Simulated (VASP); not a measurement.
# MgO (I4mm) in VASP: a series of runs

MgO is run at these levels: LDA; tasks: single point.

All numbers are computed with VASP 6.6.1; they aren't measurements. Logs are shortened: lines on timing, memory, paths and dates and some standing lists are left out, and cuts for length are marked.

### Step 1. The cell of the first run

The structure is tetragonal, space group I4mm (No. 107). The conventional cell has a = 3.020 Å, b = 3.020 Å, c = 4.270 Å, α = 90.00°, β = 90.00°, γ = 90.00°. Mg (site symmetry 4mm) has 1 O at 1.54 Å within 2.0 Å. O (site symmetry 4mm) has 1 Mg at 1.54 Å within 2.0 Å.

### Step 2. Single point, LDA (atom 2 (O) moved by (-0.600, +0.000) A along y and z)

Contents of INCAR:

```
  ALGO = Normal
  EDIFF = 1E-6
  ENCUT = 600
  GGA_COMPAT = F
  ISIF = 2
  ISMEAR = 0
  LASPH = T
  LCHARG = T
  LELF = T
  LREAL = F
  LVHAR = T
  LWAVE = F
  NBANDS = 11
  NELM = 120
  PREC = Accurate
  SIGMA = 0.05
```

Contents of KPOINTS:

```
k-points
0
Gamma
  6 6 6
```

Contents of POSCAR:

```
MgO
1.0
    0.0000000000      2.1351500000      2.1351500000
    2.1351500000      0.0000000000      2.1351500000
    2.1351500000      2.1351500000      0.0000000000
Mg O
1 1
Direct
    0.0000000000      0.0000000000      0.0000000000
    0.3594946491      0.6405053509      0.3594946491
```

Potentials or basis: VASP PAW LDA potentials, release 64 (Mg, O).

Launch:

```console
cat potpaw_LDA.64/Mg/POTCAR potpaw_LDA.64/O/POTCAR > POTCAR
mpirun -np 1 vasp_std > vasp.out
```

OUTCAR:

```text
EDIFF = 1E-6
   ENCUT = 600
   ISIF = 2
   ISMEAR = 0
   LASPH = T
   LREAL = F
   NELM = 120
   PREC = Accurate

 ion  position               nearest neighbor table
   1  0.000  0.000  0.000-   2 1.54   2 2.22   2 2.22   2 2.22   2 2.22   2 2.74
   2  0.359  0.641  0.359-   1 1.54   1 2.22   1 2.22   1 2.22   1 2.22   1 2.74

  LATTYP: Found a face centered cubic cell.
 ALAT       =     4.2703000000

  Lattice vectors:

 A1 = (   0.0000000000,   2.1351500000,   2.1351500000)
 A2 = (   2.1351500000,   0.0000000000,   2.1351500000)
 A3 = (   2.1351500000,   2.1351500000,   0.0000000000)

Analysis of symmetry for initial positions (statically):
=====================================================================
 Subroutine PRICEL returns:
 Original cell was already a primitive cell.

 Routine SETGRP: Setting up the symmetry group for a
 face centered cubic supercell.

 Subroutine GETGRP returns: Found  8 space group operations
 (whereof  8 operations were pure point group operations)
 out of a pool of 48 trial point group operations.

The static configuration has the point symmetry C_4v.

Analysis of symmetry for dynamics (positions and initial velocities):
=====================================================================
 Subroutine PRICEL returns:
 Original cell was already a primitive cell.

 Routine SETGRP: Setting up the symmetry group for a
 face centered cubic supercell.

 Subroutine GETGRP returns: Found  8 space group operations
 (whereof  8 operations were pure point group operations)
 out of a pool of 48 trial point group operations.

The dynamic configuration has the point symmetry C_4v.

 Subroutine INISYM returns: Found  8 space group operations
 (whereof  8 operations are pure point group operations),
 and found     1 'primitive' translations

----------------------------------------------------------------------------------------

                                     Primitive cell

  volume of cell :      19.4677

  direct lattice vectors                    reciprocal lattice vectors
     0.000000000  2.135150000  2.135150000    -0.234175585  0.234175585  0.234175585
     2.135150000  0.000000000  2.135150000     0.234175585 -0.234175585  0.234175585
     2.135150000  2.135150000  0.000000000     0.234175585  0.234175585 -0.234175585

  length of vectors
     3.019558088  3.019558088  3.019558088     0.405604011  0.405604011  0.405604011

  position of ions in fractional coordinates (direct lattice)
     0.000000000  0.000000000  0.000000000
     0.359494649  0.640505351  0.359494649

  ion indices of the primitive-cell ions
   primitive index   ion index
                 1           1
                 2           2

----------------------------------------------------------------------------------------

 KPOINTS: k-points

Automatic generation of k-mesh.
 Grid dimensions read from file:
 generate k-points for:    6    6    6

 Generating k-lattice:

  Cartesian coordinates                     Fractional coordinates (reciprocal lattice)
    -0.039029264  0.039029264  0.039029264     0.166666667  0.000000000  0.000000000
     0.039029264 -0.039029264  0.039029264     0.000000000  0.166666667  0.000000000
     0.039029264  0.039029264 -0.039029264     0.000000000  0.000000000  0.166666667

  Length of vectors
     0.067600668  0.067600668  0.067600668

  Shift w.r.t. Gamma in fractional coordinates (k-lattice)
     0.000000000  0.000000000  0.000000000

 Subroutine IBZKPT returns following result:
 ===========================================

 Found     30 irreducible k-points:

 Following reciprocal coordinates:
            Coordinates               Weight
  0.000000  0.000000  0.000000      1.000000
  0.166667  0.000000  0.000000      8.000000
  0.333333  0.000000  0.000000      8.000000
  0.500000  0.000000  0.000000      4.000000
  0.166667  0.166667  0.000000      4.000000
  0.166667  0.000000  0.166667      2.000000
[... 16 lines left out ...]
  0.500000  0.333333  0.166667      8.000000
  0.166667  0.500000  0.333333      8.000000
 [... further k-points ...]
   k-points           NKPTS =     30   k-points in BZ     NKDIM =     30   number of bands    NBANDS=     11
   number of dos      NEDOS =    301   number of ions     NIONS =      2
   total plane-waves  NPLWV =  13824
   dimension x,y,z NGX =    24 NGY =   24 NGZ =   24
   dimension x,y,z NGXF=    48 NGYF=   48 NGZF=   48
   ions per type =               1   1
   NGX,Y,Z   is equivalent  to a cutoff of  13.21, 13.21, 13.21 a.u.
   NGXF,Y,Z  is equivalent  to a cutoff of  26.43, 26.43, 26.43 a.u.
 SYSTEM =  unknown system
   PREC   = accura    normal or accurate (medium, high low for compatibility)
   ISTART =      0    job   : 0-new  1-cont  2-samecut
   ICHARG =      2    charge: 1-file 2-atom 10-const
   ISPIN  =      1    spin polarized calculation?
   LNONCOLLINEAR =      F non collinear calculations
   LSORBIT =      F    spin-orbit coupling
   LASPH  =      T    aspherical Exc in radial PAW
   ENCUT  =  600.0 eV  44.10 Ry    6.64 a.u.   6.03  6.03  6.03*2*pi/ulx,y,z
   NELM   =    120;   NELMIN=  2; NELMDL= -5     # of ELM steps
   EDIFF  = 0.1E-05   stopping-criterion for ELM
   LREAL  =      F    real-space projection
   EDIFFG = 0.1E-04   stopping-criterion for IOM
   NSW    =      0    number of steps for IOM
   IBRION =     -1    ionic relax: 0-MD 1-quasi-New 2-CG
   NFREE  =      0    steps in history (QN), initial steepest desc. (CG)
   ISIF   =      2    stress and relaxation
   ISYM   =      2    0-nonsym 1-usesym 2-fastsym
   POTIM  = 0.5000    time-step for ionic-motion
   TEBEG  =    0.0;   TEEND  =   0.0 temperature during run
   PSTRESS=    0.0 pullay stress
   NELECT =       8.0000    total number of electrons
   NUPDOWN=      -1.0000    fix difference up-down
   EMIN   =  10.00;   EMAX   =-10.00  energy-range for DOS
   EFERMI =   0.00;   METHOD = LEGACY
   ISMEAR =     0;   SIGMA  =   0.05  broadening in eV -4-tet -1-fermi 0-gaus
   EFERMI_NEDOS =   21; number of points for ismear=-14 and -15
   IALGO  =     38    algorithm
   IMIX   =      4    mixing-type and parameters
     AMIX     =   0.40;   BMIX     =  1.00
     AMIX_MAG =   1.60;   BMIX_MAG =  1.00
  volume/ion in A,a.u.               =       9.73        65.69
  Fermi-wavevector in a.u.,A,eV,Ry     =   1.217119  2.300022 20.155386  1.481379
  Thomas-Fermi vector in A             =   2.352450
   LORBIT       =      0    0 simple, 1 ext, 2 COOP (PROOUT), +10 PAW based schemes
   GGA     = CA    functional components
   LHFCALC =     F    Hartree Fock is set to
   AEXX    =    0.0000 exact exchange contribution
   IVDW    =     0    specifies the selected vdW correction
   LEPSILON=     F    determine dielectric tensor
   LRPA    =     F    only Hartree local field effects (RPA)
 non-spin polarized calculation
 Gauss-broadening in eV      SIGMA  =   0.05
  energy-cutoff  :      600.00
  volume of cell :       19.47
 maximum number of plane-waves:       656
   NGX = 13   NGY = 13   NGZ = 13

 number of electron       8.0000000 magnetization

 Free energy of the ion-electron system (eV)
  ---------------------------------------------------
  ext. energy  EPLUGINS =         0.00000000
  ---------------------------------------------------
  free energy    TOTEN  =       -11.23689176 eV

  energy without entropy =      -11.23689176  energy(sigma->0) =      -11.23689176

 E-fermi :   2.4238     XC(G=0): -11.2619

 val. band max:        2.1906186766   @ k =   0.0000   0.0000   0.0000
 cond. band min:       6.4837045426   @ k =   0.0000   0.0000   0.0000
 fundamental gap:      4.2930858660
 Fermi energy:         2.4238363741

 k-point     1 :       0.0000    0.0000    0.0000
  band No.  band energies     occupation
      1     -14.3179      2.00000
      2       2.1246      2.00000
      3       2.1906      2.00000
      4       2.1906      2.00000
      5       6.4837      0.00000
      6      18.4192      0.00000
      7      19.0837      0.00000
      8      19.0837      0.00000
      9      21.0349      0.00000
     10      23.5429      0.00000
     11      24.1099      0.00000

 k-point     2 :       0.1667    0.0000    0.0000
  band No.  band energies     occupation
      1     -14.0601      2.00000
      2       0.7269      2.00000
      3       2.0944      2.00000
      4       2.1824      2.00000
      5       7.8234      0.00000
      6      15.6787      0.00000
      7      18.9883      0.00000
      8      19.1665      0.00000
      9      22.1570      0.00000
     10      22.3292      0.00000
     11      24.3531      0.00000

 k-point     3 :       0.3333    0.0000    0.0000
  band No.  band energies     occupation
      1     -13.4879      2.00000
      2      -1.1366      2.00000
      3       1.9086      2.00000
      4       1.9803      2.00000
      5       9.5363      0.00000
      6      13.7740      0.00000
      7      18.3746      0.00000
      8      18.6036      0.00000
      9      21.9451      0.00000
     10      23.5757      0.00000
     11      24.9761      0.00000

 k-point     4 :       0.5000    0.0000    0.0000
  band No.  band energies     occupation
      1     -13.1650      2.00000
      2      -1.9457      2.00000
      3       1.8191      2.00000
      4       1.8813      2.00000
      5       9.9944      0.00000
      6      13.4840      0.00000
      7      17.9145      0.00000
      8      18.5037      0.00000
      9      21.6036      0.00000
     10      25.6535      0.00000
     11      25.9372      0.00000
[... 239 lines left out ...]
 k-point    22 :       0.5000    0.0000    0.5000
  band No.  band energies     occupation
      1     -12.9343      2.00000
      2      -0.9187      2.00000
      3       1.1377      2.00000
      4       1.1377      2.00000
      5      10.3426      0.00000
      6      11.4261      0.00000
      7      14.6196      0.00000
      8      20.6674      0.00000
      9      20.6674      0.00000
     10      29.6255      0.00000
     11      30.5557      0.00000

 k-point    23 :       0.5000    0.3333    0.1667
  band No.  band energies     occupation
      1     -13.1310      2.00000
      2      -0.9704      2.00000
      3       0.4901      2.00000
      4       1.5789      2.00000
      5      11.4147      0.00000
      6      13.6653      0.00000
      7      14.2214      0.00000
      8      20.7163      0.00000
      9      21.2380      0.00000
     10      25.1759      0.00000
     11      27.9642      0.00000

 k-point    24 :       0.1667    0.5000    0.3333
  band No.  band energies     occupation
      1     -13.1474      2.00000
      2      -1.1115      2.00000
      3       1.0318      2.00000
      4       1.3983      2.00000
      5      11.6844      0.00000
      6      12.7810      0.00000
      7      14.7772      0.00000
      8      18.6173      0.00000
      9      22.2330      0.00000
     10      25.7165      0.00000
     11      28.6621      0.00000

 [... further k-points ...]

------------------------ aborting loop because EDIFF is reached ----------------------------------------

  FORCE on cell =-STRESS in cart. coord.  units (eV):
  Direction    XX          YY          ZZ          XY          YZ          ZX
  --------------------------------------------------------------------------------------
  -------------------------------------------------------------------------------------
  Total       -2.0436831     17.8237533     -2.0436831     -0.0000000      0.0000000      0.0000000
  in kB     -168.1934066   1466.8799678   -168.1934066     -0.0000000      0.0000000      0.0000000
  external PRESSURE =     376.8310515 kB  Pullay stress =       0.0000000 kB

 VOLUME and BASIS-vectors are now :
 -----------------------------------------------------------------------------
  energy-cutoff  :      600.00
  volume of cell :       19.47
      direct lattice vectors                 reciprocal lattice vectors
     0.000000000  2.135150000  2.135150000    -0.234175585  0.234175585  0.234175585
     2.135150000  0.000000000  2.135150000     0.234175585 -0.234175585  0.234175585
     2.135150000  2.135150000  0.000000000     0.234175585  0.234175585 -0.234175585

 POSITION                                       TOTAL-FORCE (eV/Angst)
 -----------------------------------------------------------------------------------
      0.00000      0.00000      0.00000         0.000000    -12.959626      0.000000
      2.13515      1.53515      2.13515         0.000000     12.959626      0.000000
 -----------------------------------------------------------------------------------
    total drift:                                0.000000      0.001326      0.000000

  FREE ENERGIE OF THE ION-ELECTRON SYSTEM (eV)
  ---------------------------------------------------
  free  energy   TOTEN  =       -11.2368917618 eV

  energy  without entropy=      -11.2368917618  energy(sigma->0) =      -11.23689176
```

Run time: 15 s. Hardware: 1 thread of AMD EPYC 7R13, shared host; peak memory 0.1 GiB.

What came out:

```
Free energy            : -11.2369 eV
Pressure               : 37.7 GPa
Largest force          : 12.960 eV/Å
Band gap on the k mesh : 4.29 eV, direct
```

Forces on the atoms (eV/Å):
```
Mg    0.000 -12.960   0.000
O     0.000  12.960   0.000
```

Stress tensor (GPa, compression positive):
```
-16.82   0.00   0.00
  0.00 146.69   0.00
  0.00   0.00 -16.82
```

Caveat: the k points lie up to 0.42 Å⁻¹ apart; the cell differs from its parent crystal (atom 2 (O) moved by (-0.600, +0.000) A along y and z); forces of over 1 eV/Å act on the atoms, so gaps and moduli don't describe the material at rest.

### Step 3. Single point, LDA (atom 2 (O) moved by (-0.300, +0.000) A along y and z)

Contents of INCAR:

```
SYSTEM = MgO
PREC = Accurate ; ENCUT = 600
EDIFF = 1E-6 ; ISMEAR = 0
SIGMA = 0.05 ; LREAL = .FALSE.
LASPH = .TRUE. ; NELM = 120
ALGO = Normal ; ISIF = 2
LWAVE = .FALSE. ; LCHARG = .FALSE.
GGA = CA ; NBANDS = 11
GGA_COMPAT = .FALSE.
```

Contents of KPOINTS:

```
Automatic mesh
0
G
  6 6 6
  0 0 0
```

POSCAR: that of step 2 with these lines changed.

```diff
@@ -9,2 +9,2 @@
     0.0000000000      0.0000000000      0.0000000000
-    0.3594946491      0.6405053509      0.3594946491
+    0.4297473245      0.5702526755      0.4297473245
```

Potentials or basis: VASP PAW LDA potentials, release 64 (Mg, O).

Launch:

```console
cat potpaw_LDA.64/Mg/POTCAR potpaw_LDA.64/O/POTCAR > POTCAR
mpirun -np 1 vasp_std > vasp.out
```

OUTCAR:

```text
SYSTEM = MgO
   PREC = Accurate
   ENCUT = 600
   EDIFF = 1E-6
   ISMEAR = 0
   LREAL = .FALSE.
   LASPH = .TRUE.
   NELM = 120
   ISIF = 2
   GGA = CA

 ion  position               nearest neighbor table
   1  0.000  0.000  0.000-   2 1.84   2 2.16   2 2.16   2 2.16   2 2.16   2 2.44
   2  0.430  0.570  0.430-   1 1.84   1 2.16   1 2.16   1 2.16   1 2.16   1 2.44

  LATTYP: Found a face centered cubic cell.
 ALAT       =     4.2703000000

  Lattice vectors:

 A1 = (   0.0000000000,   2.1351500000,   2.1351500000)
 A2 = (   2.1351500000,   0.0000000000,   2.1351500000)
 A3 = (   2.1351500000,   2.1351500000,   0.0000000000)

Analysis of symmetry for initial positions (statically):
=====================================================================
 Subroutine PRICEL returns:
 Original cell was already a primitive cell.

 Routine SETGRP: Setting up the symmetry group for a
 face centered cubic supercell.

 Subroutine GETGRP returns: Found  8 space group operations
 (whereof  8 operations were pure point group operations)
 out of a pool of 48 trial point group operations.

The static configuration has the point symmetry C_4v.

Analysis of symmetry for dynamics (positions and initial velocities):
[... 163 lines left out ...]
 fundamental gap:      4.2509222522
 Fermi energy:         2.7242987737

 k-point     1 :       0.0000    0.0000    0.0000
  band No.  band energies     occupation
      1     -14.2592      2.00000
      2       2.3909      2.00000
      3       2.4931      2.00000
      4       2.4931      2.00000
      5       6.7440      0.00000
      6      18.0197      0.00000
      7      18.1915      0.00000
      8      18.1915      0.00000
      9      21.5903      0.00000
     10      23.4374      0.00000
     11      23.6015      0.00000
[... 309 lines left out ...]
 k-point    24 :       0.1667    0.5000    0.3333
  band No.  band energies     occupation
      1     -13.0293      2.00000
      2      -0.9451      2.00000
      3       0.7992      2.00000
      4       1.5600      2.00000
      5      11.9259      0.00000
      6      13.1071      0.00000
      7      15.2076      0.00000
      8      18.8338      0.00000
      9      21.6605      0.00000
     10      25.1644      0.00000
     11      29.1382      0.00000

 [... further k-points ...]
[... 5 lines left out ...]
  --------------------------------------------------------------------------------------
  -------------------------------------------------------------------------------------
  Total       -1.7787795      1.8062071     -1.7787795     -0.0000000      0.0000000      0.0000000
  in kB     -146.3920627    148.6493301   -146.3920627     -0.0000000      0.0000000      0.0000000
  external PRESSURE =     -48.0449317 kB  Pullay stress =       0.0000000 kB

 VOLUME and BASIS-vectors are now :
 -----------------------------------------------------------------------------
  energy-cutoff  :      600.00
  volume of cell :       19.47
      direct lattice vectors                 reciprocal lattice vectors
     0.000000000  2.135150000  2.135150000    -0.234175585  0.234175585  0.234175585
     2.135150000  0.000000000  2.135150000     0.234175585 -0.234175585  0.234175585
     2.135150000  2.135150000  0.000000000     0.234175585  0.234175585 -0.234175585

 POSITION                                       TOTAL-FORCE (eV/Angst)
 -----------------------------------------------------------------------------------
      0.00000      0.00000      0.00000         0.000000     -2.221547      0.000000
      2.13515      1.83515      2.13515         0.000000      2.221547      0.000000
 -----------------------------------------------------------------------------------
    total drift:                                0.000000      0.000863      0.000000

  FREE ENERGIE OF THE ION-ELECTRON SYSTEM (eV)
  ---------------------------------------------------
  free  energy   TOTEN  =       -13.1206669018 eV

  energy  without entropy=      -13.1206669018  energy(sigma->0) =      -13.12066690
```

OSZICAR:

```text
N       E                     dE             d eps       ncg     rms          rms(c)
DAV:   1     0.146772514513E+02    0.14677E+02   -0.49774E+03   740   0.729E+02
DAV:   2    -0.141854379668E+02   -0.28863E+02   -0.28331E+02   752   0.147E+02
DAV:   3    -0.148384959132E+02   -0.65306E+00   -0.65270E+00   829   0.184E+01
DAV:   4    -0.148403106259E+02   -0.18147E-02   -0.18147E-02   723   0.104E+00
DAV:   5    -0.148403164708E+02   -0.58449E-05   -0.58449E-05   801   0.560E-02    0.734E+00
DAV:   6    -0.131952721130E+02    0.16450E+01   -0.98665E+00   723   0.168E+01    0.238E+00
DAV:   7    -0.131485629519E+02    0.46709E-01   -0.87344E-02   717   0.249E+00    0.134E+00
DAV:   8    -0.131214147042E+02    0.27148E-01   -0.42287E-02   726   0.203E+00    0.265E-01
DAV:   9    -0.131207080725E+02    0.70663E-03   -0.20619E-03   756   0.346E-01    0.808E-02
DAV:  10    -0.131206699875E+02    0.38085E-04   -0.12709E-04   738   0.958E-02    0.155E-02
DAV:  11    -0.131206686959E+02    0.12916E-05   -0.13156E-05   756   0.267E-02    0.140E-02
DAV:  12    -0.131206669691E+02    0.17268E-05   -0.42664E-06   642   0.178E-02    0.205E-03
DAV:  13    -0.131206669018E+02    0.67221E-07   -0.43546E-07   381   0.390E-03
   1 F= -.13120667E+02 E0= -.13120667E+02  d E =-.135430E-12
```

Run time: 15 s. Hardware: 1 thread of AMD EPYC 7R13, shared host; peak memory 0.1 GiB.

What came out:

| Property | Result |
| --- | --- |
| Free energy | -13.1207 eV |
| Pressure | -4.8 GPa |
| Largest force | 2.222 eV/Å |
| Band gap on the k mesh | 4.25 eV, direct |

Forces on the atoms (eV/Å):
```
Mg   0.000 -2.222  0.000
O    0.000  2.222  0.000
```

Stress tensor (GPa, compression positive):
```
-14.64   0.00   0.00
  0.00  14.86   0.00
  0.00   0.00 -14.64
```

Caveat: the k points lie up to 0.42 Å⁻¹ apart; the cell differs from its parent crystal (atom 2 (O) moved by (-0.300, +0.000) A along y and z); forces of over 1 eV/Å act on the atoms, so gaps and moduli don't describe the material at rest.
